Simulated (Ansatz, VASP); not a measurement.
In in VASP and in Ansatz

```xyz
1
Lattice="-1.6255 1.6255 2.4737 1.6255 -1.6255 2.4737 1.6255 1.6255 -2.4737" Properties=species:S:1:pos:R:3 pbc="T T T"
In    0.0000    0.0000    0.0000
```

Alike in both runs: functional PBE; k mesh 10 × 10 × 10; occupations fermi-dirac, width 0.05 eV; no spin polarisation.

|  | VASP | Ansatz |
| --- | --- | --- |
| version | VASP 6.6.1 | Ansatz 0.2.0 |
| potentials or method | VASP PAW PBE potentials, release 64 (In_d) | Ansatz PAW |
| plane-wave cutoff (eV) | 520 | 420 |
| valence electrons in the cell | 13 | 13 |
| task | single point | band structure |

```tsv
	VASP	Ansatz	Ansatz less VASP
gap on the k mesh at the Fermi level (eV)	none	none	-
pressure (GPa)	2.0	2.0	+0.05
traceless stress, the component that is largest in VASP (GPa)	-1.89	-1.89	+0.001
```

A gap of «none» marks a metal or a gap that the smearing closes.
